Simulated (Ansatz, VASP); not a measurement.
**In: VASP beside Ansatz**

```
CELL_PARAMETERS angstrom
-1.90182 1.90182 1.90182
1.90182 -1.90182 1.90182
1.90182 1.90182 -1.90182
ATOMIC_POSITIONS crystal
In 0.00000 0.00000 0.00000
```

Alike in both runs: task relaxation of cell and atoms; functional PBE; k mesh 16 × 16 × 16; occupations fermi-dirac, width 0.1 eV; no spin polarisation.

```csv
,VASP,Ansatz
version,VASP 6.6.1,Ansatz 0.2.0
potentials or method,"VASP PAW PBE potentials, release 64 (In_d)","PAW with Ansatz's default frozen-core files, scalar-relativistic"
plane-wave cutoff (eV),600,420
valence electrons in the cell,13,13
```

```tsv
	VASP	Ansatz	Ansatz less VASP
relaxed volume (Å³/atom)	27.85	27.84	-0.009
relaxed cell length with the largest relative difference (Å)	3.308	3.307	-0.0004
```

Ansatz's warnings: stress scf threshold loose.
